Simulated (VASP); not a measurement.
# GaN (wurtzite type): single point with PBE

The system is GaN (wurtzite type).

```
Ga N
1.0
     3.21844    0.00000    0.00000
    -1.60922    2.78725    0.00000
     0.00000    0.00000    5.24321
Ga N
2 2
Direct
  0.33333 0.66667 0.99964
  0.66667 0.33333 0.49964
  0.33333 0.66667 0.37636
  0.66667 0.33333 0.87636
```

| Property | Result |
| --- | --- |
| Program | VASP 6.6.1 |
| Task | single point |
| Functional | PBE |
| Potentials or basis | VASP PAW PBE potentials, release 64 (Ga_d, N) |
| Cutoff | 520 eV |
| k mesh | 12 × 12 × 6 |
| Occupations | fermi-dirac, width 0.05 eV |
| Spin | no spin polarisation |

```yaml
Pressure: 0.1 GPa
Band_gap_on_the_k_mesh: 1.72 eV
```

Levels at points of the mesh, in eV from the valence-band top:
| k point | band 14 | band 15 | band 16 | band 17 | band 18 | band 19 | band 20 | band 21 | band 22 | band 23 |
| --- | --- | --- | --- | --- | --- | --- | --- | --- | --- | --- |
| (0.00, 0.00, 0.00) | -1.00 | -1.00 | -0.04 | 0.00 | 0.00 | 1.72 | 4.07 | 9.02 | 9.73 | 9.73 |
| (0.50, 0.00, 0.00) | -5.19 | -4.07 | -2.64 | -2.11 | -0.96 | 4.98 | 5.37 | 5.98 | 8.34 | 10.17 |
| (0.00, 0.00, 0.50) | -3.79 | -0.51 | -0.51 | -0.51 | -0.51 | 4.06 | 4.06 | 8.31 | 8.31 | 10.24 |
| (0.50, 0.00, 0.50) | -6.44 | -1.87 | -1.87 | -1.83 | -1.83 | 4.31 | 4.31 | 7.58 | 7.58 | 9.79 |

Wall time 110 s on 1 thread of Intel Xeon 8259CL, on a shared host, peak memory 0.21 GiB.
